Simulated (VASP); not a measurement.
A run of VASP 6.6.1 is set up as follows.

The input INCAR:

```
SYSTEM = VH2
PREC = Accurate ; ENCUT = 520
EDIFF = 1E-6 ; ISMEAR = -1
SIGMA = 0.05 ; LREAL = .FALSE.
LASPH = .TRUE. ; NELM = 150
ALGO = Normal ; ISIF = 2
LWAVE = .FALSE. ; LCHARG = .FALSE.
ISPIN = 2 ; MAGMOM = 1.5 0 0
LORBIT = 11 ; LMAXMIX = 4
GGA = CA ; NBANDS = 18
```

Contents of KPOINTS:

```
regular mesh
0
G
  15 15 15
  0 0 0
```

POSCAR

```
VH2
1.0
    0.0000000000      1.8961189957      1.8961189957
    1.8961189957      0.0000000000      1.8961189957
    1.8961189957      1.8961189957      0.0000000000
V H
1 2
Direct
    0.0000000000      0.0000000000      0.0000000000
    0.2500000000      0.2500000000      0.2500000000
    0.7500000000      0.7500000000      0.7500000000
```

Potentials or basis: VASP PAW LDA potentials, release 64 (V_sv, H).

Launch:

```bash
$ cat potpaw_LDA.64/V_sv/POTCAR potpaw_LDA.64/H/POTCAR > POTCAR
$ mpirun -np 1 vasp_std > vasp.out
```

Problem. What does it give for the pressure?

Solution. 88.0 GPa.

Problem. Estimate the net moment.

Solution. 0.00 μB per cell.

Caveat: the cell stands under pressure.
